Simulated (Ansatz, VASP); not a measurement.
**TaN: VASP beside Ansatz**

INCAR

```
ALGO = Normal
EDIFF = 1E-6
ENCUT = 520
GGA = RP
ISIF = 2
ISMEAR = -1
LASPH = T
LCHARG = T
LELF = T
LREAL = F
LVHAR = T
LWAVE = F
NBANDS = 15
NELM = 100
PREC = Accurate
SIGMA = 0.15
```

KPOINTS

```
k-points
0
Gamma
  9 9 8
```

Contents of POSCAR:

```
TaN
1.0
    2.9380000000      0.0000000000      0.0000000000
   -1.4690000000      2.5444000000      0.0000000000
    0.0000000000      0.0000000000      2.8830000000
Ta N
1 1
Direct
    0.3333333333      0.6666666667      0.5000000000
    0.0000000000      0.0000000000      0.0000000000
```

Input for Ansatz:

```yaml
crystal:
  lattice:
    - [2.938, 0.0, 0.0]
    - [-1.469, 2.5444, 0.0]
    - [0.0, 0.0, 2.883]
  atoms:
    - { symbol: Ta, position: [0.3333333333333333, 0.6666666666666666, 0.5] }
    - { symbol: "N", position: [0.0, 0.0, 0.0] }
accuracy: medium
kpoints:
  mp_grid:
    grid: [9, 9, 8]
hamiltonian:
  xc: rpbe
  pseudopotentials:
    kind: nc
scf:
  convergence:
    dr2_threshold: 1.0e-07
  occupations:
    method: fermi_dirac
    width: 0.15
output:
  stress: true
```

Alike in both runs: task single point; functional RPBE; k mesh 9 × 9 × 8; occupations fermi-dirac, width 0.15 eV; no spin polarisation.

```csv
,VASP,Ansatz
version,VASP 6.6.1,Ansatz 0.2.0
potentials or method,"VASP PAW PBE potentials, release 64 (Ta_pv, N)","plane waves, norm-conserving potentials"
plane-wave cutoff (eV),520,1240
valence electrons in the cell,16,18
```

Ansatz gave:

* pressure (GPa): 8.9
* traceless stress, the component that is largest in VASP (GPa): 1.32

**Question.** What did VASP give for the same quantities?

**Answer.** Pressure (GPa): 10.1; traceless stress, the component that is largest in VASP (GPa): 1.46.

VASP's potentials were made for PBE, not for RPBE. VASP's potentials hold 16 valence electrons a cell and Ansatz's 18, so a difference there can come from the potentials and not from the codes. Ansatz's warnings: near symmetry operations not taken, stress scf threshold loose.

Spin-orbit coupling is off throughout.
